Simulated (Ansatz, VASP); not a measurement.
**CsI in VASP and in Ansatz**

```xyz
2
Lattice="4.5361 0.0000 0.0000 0.0000 4.5361 0.0000 0.0000 0.0000 4.5361" Properties=species:S:1:pos:R:3 pbc="T T T"
Cs    0.0000    0.0000    0.0000
I     2.2680    2.2680    2.2680
```

Change from the starting cell: volume scaled by 0.98, PAW files.

Alike in both runs: task electric field gradients; functional LDA; k mesh 7 × 7 × 7; occupations fermi-dirac, width 0.01 eV; no spin polarisation.

```csv
,VASP,Ansatz
version,VASP 6.6.1,Ansatz 0.2.0
potentials or method,"VASP PAW LDA potentials, release 64 (Cs_sv, I)","PAW with Ansatz's default frozen-core files, scalar-relativistic"
plane-wave cutoff (eV),400,420
valence electrons in the cell,16,26
```

```tsv
	VASP	Ansatz	Ansatz less VASP
gap on the k mesh at the Fermi level (eV)	3.63	3.62	-0.008
pressure (GPa)	-1.2	-1.2	-0.05
```

LDA's correlation is that of Perdew and Zunger in VASP and of Perdew and Wang (1992) in Ansatz. VASP's potentials hold 16 valence electrons a cell and Ansatz's 26, so a difference there can come from the potentials and not from the codes.

Neither program's run includes spin-orbit coupling.
